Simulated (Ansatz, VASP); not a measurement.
This is a calculation of CuO for Ansatz 0.2.0.

File input.yaml:

```yaml
crystal:
  lattice:
    - [2.6026133318, 0.0, 0.0]
    - [0.0, 2.6026133318, 0.0]
    - [0.0, 0.0, 2.6026133318]
  atoms:
    - { symbol: Cu, position: [0.0, 0.0, 0.0] }
    - { symbol: O, position: [0.5, 0.5, 0.5] }
hamiltonian:
  xc: pbe
  pseudopotentials: { kind: paw, azcp: { folder: soft_1 } }
kpoints:
  mp_grid: { grid: [10, 10, 10] }
scf:
  occupations: { method: fermi_dirac, width: 0.05 }
output:
  forces: true
  stress: true
  eigenvalues: true
```

Potentials or basis: Ansatz PAW soft_1.

The run is started by

```sh
$ ansatz run input.yaml --threads 1 --pin off --max-ram 3584MiB --backend cpu --events-out ev --progress --plain --runs-dir out
```

Task: Set up the same calculation for VASP 6.6.1. Potentials there: VASP PAW PBE potentials, release 64 (Cu, O).

Result: As run (the cutoff follows the program's own potentials):

INCAR

```
PREC     = Accurate       # precision mode
ENCUT    = 520            # plane-wave cutoff, eV
EDIFF    = 1E-6           # SCF threshold, eV
ISMEAR   = -1             # smearing method
SIGMA    = 0.05           # smearing width, eV
LREAL    = F              # projectors in reciprocal space
LASPH    = T              # aspherical terms in the spheres
NELM     = 60             # most SCF steps
ALGO     = Normal         # electronic algorithm
ISIF     = 2              # what is computed and relaxed
LWAVE    = F              # write WAVECAR
LCHARG   = T              # write CHGCAR
GGA      = PE             # functional
LELF     = T              # ELF
LVHAR    = T            
NBANDS   = 16             # bands
```

The input KPOINTS:

```
Automatic mesh
0
Gamma
  10 10 10
```

POSCAR

```
CuO
1.0
    2.6026133318      0.0000000000      0.0000000000
    0.0000000000      2.6026133318      0.0000000000
    0.0000000000      0.0000000000      2.6026133318
Cu O
1 1
Direct
    0.0000000000      0.0000000000      0.0000000000
    0.5000000000      0.5000000000      0.5000000000
```

Potentials or basis: VASP PAW PBE potentials, release 64 (Cu, O).

The run is started by

```sh
$ cat potpaw_PBE.64/Cu/POTCAR potpaw_PBE.64/O/POTCAR > POTCAR
$ mpirun -np 1 vasp_std > vasp.out
```

Both were run:

|  | VASP | Ansatz | Ansatz less VASP |
| --- | --- | --- | --- |
| gap on the k mesh at the Fermi level (eV) | none | none | - |
| pressure (GPa) | 7.3 | 7.0 | -0.29 |

A gap of «none» marks a metal or a gap that the smearing closes. VASP's potentials hold 17 valence electrons a cell and Ansatz's 25, so a difference there can come from the potentials and not from the codes.
